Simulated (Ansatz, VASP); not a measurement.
## Os in VASP and in Ansatz

Contents of INCAR:

```
SYSTEM = Os
PREC = Accurate
ENCUT = 520
EDIFF = 1E-7
ISMEAR = -1
SIGMA = 0.05
LREAL = .False.
LASPH = .True.
NELM = 60
ALGO = Normal
ISIF = 2
LWAVE = .False.
LCHARG = .False.
GGA = PS
NBANDS = 10
```

KPOINTS

```
regular mesh
0
Gamma
  14 14 14
  0 0 0
```

The input POSCAR:

```
Os
1.0
   -0.0389000000      1.9255500000      1.9255500000
    1.9255500000     -0.0389000000      1.9255500000
    1.9255500000      1.9255500000     -0.0389000000
Os
1
Direct
    0.0000000000      0.0000000000      0.0000000000
```

Input for Ansatz:

```yaml
crystal:
  lattice:
    - [-0.0389, 1.92555, 1.92555]
    - [1.92555, -0.0389, 1.92555]
    - [1.92555, 1.92555, -0.0389]
  atoms:
    - { symbol: Os, position: [0.0, 0.0, 0.0] }
kpoints:
  mp_grid: { grid: [14, 14, 14] }
  band_path:
    path:
      - [0.0, 0.0, 0.0]
      - [0.5, 0.5, 0.5]
      - [0.2551801333, 0.5, 0.7448198667]
      - [-0.2551801333, 0.2551801333, 0.5]
      - [0.0, 0.0, 0.5]
      - [0.0, 0.0, 0.0]
      - [-0.3775900666, 0.0, 0.3775900666]
      - [0.0, 0.3775900666, 0.6224099334]
      - [0.0, 0.5, 0.5]
    npoints: 5
scf:
  occupations: { method: fermi_dirac, width: 0.05 }
hamiltonian:
  xc: pbesol
  pseudopotentials: { kind: all_electron, lapw: { basis_error: 0.0005 } }
output:
  forces: true
  stress: true
  eigenvalues: true
```

Change from the starting cell: equal xy, yz and zx shear strains of -2 %.

Alike in both runs: task single point; functional PBEsol; k mesh 14 × 14 × 14; occupations fermi-dirac, width 0.05 eV; no spin polarisation.

```csv
,VASP,Ansatz
version,VASP 6.6.1,Ansatz 0.2.0
potentials or method,"VASP PAW PBE potentials, release 64 (Os), cutoff 520 eV","all-electron LAPW, scalar-relativistic"
```

|  | VASP | Ansatz | Ansatz less VASP |
| --- | --- | --- | --- |
| pressure (GPa) | -19.5 | -19.4 | +0.05 |
| traceless stress, the component that is largest in VASP (GPa) | 5.00 | 5.01 | +0.016 |

VASP's potentials were made for PBE, not for PBEsol. Ansatz ran all-electron here, and VASP with PAW potentials.

Spin-orbit coupling is off throughout.
